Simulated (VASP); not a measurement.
# Mg9O8 (a cell with a defect) in VASP: notebook

Mg9O8 (a cell with a defect) is run at these levels: LDA; tasks: single point.

All numbers are computed with VASP 6.6.1; they aren't measurements. Logs are shortened: lines on timing, memory, paths and dates and some standing lists are left out, and cuts for length are marked.

## Step 1: The cell of the first run

The cell holds a defect, 17 atoms: a = 6.155 Å, b = 6.155 Å, c = 6.155 Å, α = 60.00°, β = 60.00°, γ = 60.00°.

## Step 2: Single point, LDA

INCAR reads:

```
PREC = Accurate ; ENCUT = 520
EDIFF = 1E-6 ; ISMEAR = -1
SIGMA = 0.02 ; LREAL = Auto
LASPH = True ; NELM = 100
ALGO = Normal ; ISIF = 2
LWAVE = False ; LCHARG = False
NBANDS = 47
```

KPOINTS reads:

```
Automatic mesh
0
Gamma
  1 1 1
```

POSCAR reads:

```
Mg9O8
1.0
    0.0000000000      4.3520000000      4.3520000000
    4.3520000000      0.0000000000      4.3520000000
    4.3520000000      4.3520000000      0.0000000000
Mg O
9 8
Direct
    0.0071077665     -0.0957948070      0.0883297335
   -0.0054864430      0.1710454963      0.4914395680
   -0.0770988051      0.3759800092      0.0572805607
    0.1839117647      0.4605730699      0.4717281710
    0.4352855009      0.0563638557      0.0464337086
    0.5468178998     -0.0228590303      0.6093284697
    0.5301340763      0.4679102711     -0.0601094899
    0.5487015165      0.6179471507      0.4461649816
    0.0114592142      0.7549070542      0.7507055377
    0.1815620404      0.3926385570      0.1983403033
    0.2105186121      0.1566886489      0.8420530790
    0.1723922335      0.8549908088      0.3540489430
    0.3260250460      0.7733920037      0.7191514246
    0.6471945083      0.2183330653      0.2572597656
    0.6335000000      0.2670255055      0.7094411765
    0.7560705423      0.7586210937      0.0920057445
    0.8299009651      0.6119579504      0.7271640625
```

Potentials or basis: VASP PAW LDA potentials, release 64 (Mg, O).

Command:

```console
$ cat potpaw_LDA.64/Mg/POTCAR potpaw_LDA.64/O/POTCAR > POTCAR
$ mpirun -np 1 vasp_gam > vasp.out
```

OUTCAR:

```text
PREC = Accurate
   ENCUT = 520
   EDIFF = 1E-6
   ISMEAR = -1
   LREAL = Auto
   LASPH = True
   NELM = 100
   ISIF = 2

 ion  position               nearest neighbor table
   1  0.007  0.904  0.088-  11 1.99  16 2.13  12 2.16  14 2.27  13 2.34  10 2.60   3 2.60   9 2.64
                             4 2.71   7 3.05   5 3.07   6 3.10   6 3.21   2 3.21   5 3.27   8 3.29
   2  0.995  0.171  0.491-  10 1.86  15 1.89  12 2.07   9 2.22   3 2.49   4 2.50  13 2.56   8 2.76
                             5 2.82   6 3.16   1 3.21   6 3.32   7 3.33   8 3.42   5 3.50   1 3.55
   3  0.923  0.376  0.057-  14 1.92  11 1.94  17 1.99  16 2.12  10 2.22   9 2.27   2 2.49   7 2.58
                             1 2.60   5 2.75   8 2.81   4 3.00   6 3.52   1 3.64
   4  0.184  0.461  0.472-  10 1.93  17 2.02  11 2.13  12 2.13  14 2.46   2 2.50   9 2.59   6 2.70
                             1 2.71   8 2.77   7 2.87   3 3.00   7 3.58   8 3.59   6 3.62
   5  0.435  0.056  0.046-  16 1.94  15 1.96  11 2.00  12 2.08  10 2.20   7 2.57   8 2.65   6 2.66
                             3 2.75   2 2.82   1 3.07   9 3.11   1 3.27   2 3.50   6 3.61   8 3.63
   6  0.547  0.977  0.609-  14 1.91  13 1.95  11 1.97  17 2.08  15 2.50   5 2.66   4 2.70   7 2.78
                             8 2.84   9 2.86   1 3.10   2 3.16   1 3.21   2 3.32   3 3.52   8 3.55
   7  0.530  0.468  0.940-  13 1.94  17 1.99  14 2.00  15 2.00  10 2.05   5 2.57   3 2.58   8 2.66
                             6 2.78   4 2.87   1 3.05   9 3.27   1 3.29   2 3.33   4 3.58   9 3.60
   8  0.549  0.618  0.446-  16 1.89  13 1.90  15 1.94  12 2.22   5 2.65   7 2.66   2 2.76   4 2.77
                             9 2.78   3 2.81   6 2.84   1 3.29   2 3.42   6 3.55   4 3.59   5 3.63
   9  0.011  0.755  0.751-  17 1.82  16 1.90  13 1.90  12 2.00   2 2.22   3 2.27   4 2.59   1 2.64
                             8 2.78  15 2.81   6 2.86   5 3.11   7 3.27   7 3.60
  10  0.182  0.393  0.198-   2 1.86   4 1.93   7 2.05   5 2.20   3 2.22   1 2.60
  11  0.211  0.157  0.842-   3 1.94   6 1.97   1 1.99   5 2.00   4 2.13
  12  0.172  0.855  0.354-   9 2.00   2 2.07   5 2.08   4 2.13   1 2.16   8 2.22
  13  0.326  0.773  0.719-   8 1.90   9 1.90   7 1.94   6 1.95   1 2.34   2 2.56
  14  0.647  0.218  0.257-   6 1.91   3 1.92   7 2.00   1 2.27   4 2.46
  15  0.633  0.267  0.709-   2 1.89   8 1.94   5 1.96   7 2.00   6 2.50   9 2.81
  16  0.756  0.759  0.092-   8 1.89   9 1.90   5 1.94   3 2.12   1 2.13
  17  0.830  0.612  0.727-   9 1.82   3 1.99   7 1.99   4 2.02   6 2.08

  LATTYP: Found a face centered cubic cell.
 ALAT       =     8.7040000000

  Lattice vectors:

 A1 = (   0.0000000000,   4.3520000000,   4.3520000000)
 A2 = (   4.3520000000,   0.0000000000,   4.3520000000)
 A3 = (   4.3520000000,   4.3520000000,   0.0000000000)

Analysis of symmetry for initial positions (statically):
=====================================================================
 Subroutine PRICEL returns:
 Original cell was already a primitive cell.

 Routine SETGRP: Setting up the symmetry group for a
 face centered cubic supercell.

 Subroutine GETGRP returns: Found  1 space group operations
 (whereof  1 operations were pure point group operations)
 out of a pool of 48 trial point group operations.

[... 137 lines left out ...]
   IALGO  =     38    algorithm
   IMIX   =      4    mixing-type and parameters
     AMIX     =   0.40;   BMIX     =  1.00
     AMIX_MAG =   1.60;   BMIX_MAG =  1.00
  volume/ion in A,a.u.               =       9.70        65.44
  Fermi-wavevector in a.u.,A,eV,Ry     =   1.206583  2.280112 19.807945  1.455843
  Thomas-Fermi vector in A             =   2.342246
   LORBIT       =      0    0 simple, 1 ext, 2 COOP (PROOUT), +10 PAW based schemes
   GGA     = CA    functional components
   LHFCALC =     F    Hartree Fock is set to
   AEXX    =    0.0000 exact exchange contribution
   IVDW    =     0    specifies the selected vdW correction
   LEPSILON=     F    determine dielectric tensor
   LRPA    =     F    only Hartree local field effects (RPA)
 non-spin polarized calculation
  energy-cutoff  :      520.00
  volume of cell :      164.85
 maximum number of plane-waves:      2239
 NGX is ok and might be reduce to    48
   NGX = 23   NGY = 23   NGZ = 23

 number of electron      65.9999998 magnetization

 Free energy of the ion-electron system (eV)
  ---------------------------------------------------
  ext. energy  EPLUGINS =         0.00000000
  ---------------------------------------------------
  free energy    TOTEN  =       -96.89185856 eV

  energy without entropy =      -96.89185856  energy(sigma->0) =      -96.89185856

 E-fermi :   5.8372     XC(G=0): -11.3586

 val. band max:        5.3309772191   @ k =   0.0000   0.0000   0.0000
 cond. band min:       8.7739073028   @ k =   0.0000   0.0000   0.0000
 fundamental gap:      3.4429300836
 Fermi energy:         5.8371835040

 k-point     1 :       0.0000    0.0000    0.0000
  band No.  band energies     occupation
      1     -14.1492      2.00000
      2     -13.1071      2.00000
      3     -12.9658      2.00000
      4     -12.8677      2.00000
      5     -12.6975      2.00000
      6     -12.6206      2.00000
[... 37 lines left out ...]
     44      12.6445      0.00000
     45      13.1321      0.00000
 [bands above 45 left out]

------------------------ aborting loop because EDIFF is reached ----------------------------------------

  FORCE on cell =-STRESS in cart. coord.  units (eV):
  Direction    XX          YY          ZZ          XY          YZ          ZX
  --------------------------------------------------------------------------------------
  -------------------------------------------------------------------------------------
  Total       18.8518205     26.1506798     27.7115154      3.3540516     -5.2343252      7.3430056
  in kB      183.2176142    254.1539771    269.3234704     32.5974530    -50.8715103     71.3654130
  external PRESSURE =     235.5650206 kB  Pullay stress =       0.0000000 kB

 VOLUME and BASIS-vectors are now :
 -----------------------------------------------------------------------------
  energy-cutoff  :      520.00
  volume of cell :      164.85
      direct lattice vectors                 reciprocal lattice vectors
     0.000000000  4.352000000  4.352000000    -0.114889706  0.114889706  0.114889706
     4.352000000  0.000000000  4.352000000     0.114889706 -0.114889706  0.114889706
     4.352000000  4.352000000  0.000000000     0.114889706  0.114889706 -0.114889706

 POSITION                                       TOTAL-FORCE (eV/Angst)
 -----------------------------------------------------------------------------------
      4.31951      0.41534      3.96603        -0.022049     -0.052124     -0.059404
      2.88313      6.46687      5.07251         0.341615      0.312316      0.362737
      1.88555      4.26575      5.65273         0.120831     -0.143105     -0.390252
      4.05738      2.85335      2.80480         0.538998      0.688245      0.250437
      0.44737      2.09644      2.13966         0.153896     -0.378746     -0.165219
      6.90432      5.03155      6.63227         0.069087      0.249686      0.122858
[... 9 lines left out ...]
      3.70193      3.69083      6.59194         0.147409      0.270423      0.551897
      5.82786      6.77635      6.27497        -1.199576     -0.980783     -1.075867
 -----------------------------------------------------------------------------------
    total drift:                               -0.000583     -0.002057      0.001555

  FREE ENERGIE OF THE ION-ELECTRON SYSTEM (eV)
  ---------------------------------------------------
  free  energy   TOTEN  =       -96.8918585608 eV

  energy  without entropy=      -96.8918585607  energy(sigma->0) =      -96.89185856
```

stdout:

```text
POSCAR found type information on POSCAR MgO
 POSCAR found :  2 types and      17 ions
 scaLAPACK will be used
 LDA part: xc-table for (Slater(with rela. corr.)+CA(PZ))
 , standard interpolation
 POSCAR, INCAR and KPOINTS ok, starting setup
 FFT: planning ... GRIDC
 FFT: planning ... GRID_SOFT
 FFT: planning ... GRID
 WAVECAR not read
 entering main loop
```

It took 15 s on 1 thread of Intel Xeon 6975P-C (Granite Rapids), shared host; peak memory 0.24 GiB.

Results:

- Free energy: -96.8919 eV
- Pressure: 23.6 GPa
- Largest force: 1.886 eV/Å
- Band gap on the k mesh: 3.44 eV

Forces in eV/Å, atoms in the order of the input:
```
Mg  -0.022 -0.052 -0.059
Mg   0.342  0.312  0.363
Mg   0.121 -0.143 -0.390
Mg   0.539  0.688  0.250
Mg   0.154 -0.379 -0.165
Mg   0.069  0.250  0.123
Mg  -0.002  0.059 -0.390
Mg  -0.054 -0.283 -0.492
Mg  -0.064  0.783  0.715
O   -0.246 -0.651  0.097
O    0.315  0.113 -0.035
O    0.233  0.305 -0.095
O    0.620 -0.104  0.628
O   -0.448 -0.026 -0.094
O   -0.504 -0.161  0.068
O    0.147  0.270  0.552
O   -1.200 -0.981 -1.076
```

Caveat: the k points lie up to 1.25 Å⁻¹ apart.

## Step 3: Single point, LDA

INCAR reads:

```
ALGO = Normal ; EDIFF = 1E-7
ENCUT = 520 ; GGA = CA
ISIF = 2 ; ISMEAR = -1
LASPH = True ; LCHARG = False
LREAL = Auto ; LWAVE = False
NBANDS = 47 ; NELM = 80
PREC = Accurate ; SIGMA = 0.02
```

KPOINTS reads:

```
k-points
0
Gamma
  3 3 3
```

POSCAR reads:

```
Mg9O8
1.0
    0.0000000000      4.3520000000      4.3520000000
    4.3520000000      0.0000000000      4.3520000000
    4.3520000000      4.3520000000      0.0000000000
Mg O
9 8
Direct
   -0.0117363281      0.0119171645     -0.0019679458
    0.0132321921      0.0684690947      0.4072864200
   -0.0453793658      0.5327148438      0.0556606158
   -0.0386955423      0.4835602022      0.5089882813
    0.5048571921     -0.0065548024      0.0077533318
    0.4825637638     -0.0181883042      0.5121340763
    0.4866356847      0.5040276884      0.0132880285
    0.5842573529      0.3951185662      0.5127072610
    0.1636545267      0.6378206572      0.6103900506
    0.2465742188      0.2682120864      0.2447346048
    0.2556826746      0.2487656250      0.7321477482
    0.2214100414      0.7880304458      0.2326568244
    0.2252219669      0.7503920037      0.8038582261
    0.7546718750      0.2581525735      0.2239285386
    0.7478372013      0.2350557215      0.7756455653
    0.7431529182      0.7736368336      0.2583525965
    0.7688042279      0.7295873162      0.7582591912
```

Potentials or basis: VASP PAW LDA potentials, release 64 (Mg, O).

Command:

```console
$ cat potpaw_LDA.64/Mg/POTCAR potpaw_LDA.64/O/POTCAR > POTCAR
$ mpirun -np 1 vasp_std > vasp.out
```

It took 2.2 min on 1 thread of Intel Xeon 6975P-C (Granite Rapids), shared host; peak memory 0.28 GiB.

Results (log left out):

* Free energy: -97.8355 eV
* Pressure: 12.9 GPa
* Largest force: 0.159 eV/Å
* Band gap on the k mesh: 0.07 eV

Forces on the atoms (eV/Å):
```
Mg   0.010  0.008 -0.005
Mg   0.056  0.018  0.031
Mg   0.055  0.028 -0.075
Mg  -0.016 -0.077 -0.057
Mg   0.042  0.030 -0.003
Mg  -0.008 -0.028 -0.014
Mg  -0.009  0.013 -0.040
Mg  -0.053  0.038 -0.144
Mg  -0.084  0.052 -0.007
O   -0.018  0.021  0.036
O   -0.021  0.012  0.017
O    0.007 -0.009  0.054
O    0.018 -0.049  0.063
O   -0.055 -0.062 -0.003
O    0.031  0.046  0.010
O    0.055 -0.038  0.144
O   -0.008 -0.003 -0.006
```

Stress tensor (GPa, compression positive):
```
14.31 -1.84 -0.81
-1.84 14.80 -2.01
-0.81 -2.01  9.46
```

Levels at points of the mesh, in eV from the valence-band top:
```
           k point  band 31  band 32  band 33  band 34  band 35  band 36
(0.00, 0.00, 0.00)    -5.85    -5.80    -2.48     0.24     0.49     0.77
```

(Part 1 of 3 ends here.)
